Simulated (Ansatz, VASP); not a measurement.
# Two plane-wave programs on PbSe

Contents of INCAR:

```
SYSTEM = PbSe
PREC     = Accurate       ! precision mode
ENCUT    = 500            ! plane-wave cutoff, eV
EDIFF    = 1E-6           ! SCF threshold, eV
ISMEAR   = -1             ! smearing method
SIGMA    = 0.05           ! smearing width, eV
LREAL    = .False.        ! projectors in reciprocal space
LASPH    = .True.         ! aspherical terms in the spheres
NELM     = 120            ! most SCF steps
ALGO     = Normal         ! electronic algorithm
ISIF     = 2              ! what is computed and relaxed
LWAVE    = .False.        ! write WAVECAR
LCHARG   = .True.         ! write CHGCAR
LELF     = .True.         ! ELF
LVHAR    = .True.       
NBANDS   = 17             ! bands
GGA_COMPAT= .False.
```

The input KPOINTS:

```
regular mesh
0
Gamma
  6 6 6
  0 0 0
```

Contents of POSCAR:

```
PbSe
1.0
    3.8341193951      0.0000000000      0.0000000000
    0.0000000000      3.8341193951      0.0000000000
    0.0000000000      0.0000000000      3.8341193951
Pb Se
1 1
Direct
    0.0000000000      0.0000000000      0.0000000000
    0.5000000000      0.5000000000      0.5000000000
```

Input for Ansatz:

```yaml
crystal:
  lattice:
    - [3.834119395064773, 0.0, 0.0]
    - [0.0, 3.834119395064773, 0.0]
    - [0.0, 0.0, 3.834119395064773]
  atoms:
    - { symbol: Pb, position: [0.0, 0.0, 0.0] }
    - { symbol: Se, position: [0.5, 0.5, 0.5] }
basis:
  ecutwfc: 500.0
kpoints:
  mp_grid:
    grid: [6, 6, 6]
hamiltonian:
  xc: lda
scf:
  occupations:
    method: fermi_dirac
    width: 0.05
output:
  stress: true
```

Alike in both runs: task single point; functional LDA; k mesh 6 × 6 × 6; occupations fermi-dirac, width 0.05 eV; no spin polarisation.

```csv
,VASP,Ansatz
version,VASP 6.6.1,Ansatz 0.2.0
potentials or method,"VASP PAW LDA potentials, release 64 (Pb_d, Se), cutoff 500 eV","plane waves, PAW"
valence electrons in the cell,20,30
```

|  | VASP | Ansatz | Ansatz less VASP |
| --- | --- | --- | --- |
| pressure (GPa) | -6.1 | -6.1 | -0.03 |

LDA's correlation is that of Perdew and Zunger in VASP and of Perdew and Wang (1992) in Ansatz. VASP's potentials hold 20 valence electrons a cell and Ansatz's 30, so a difference there can come from the potentials and not from the codes.

Neither program's run includes spin-orbit coupling.
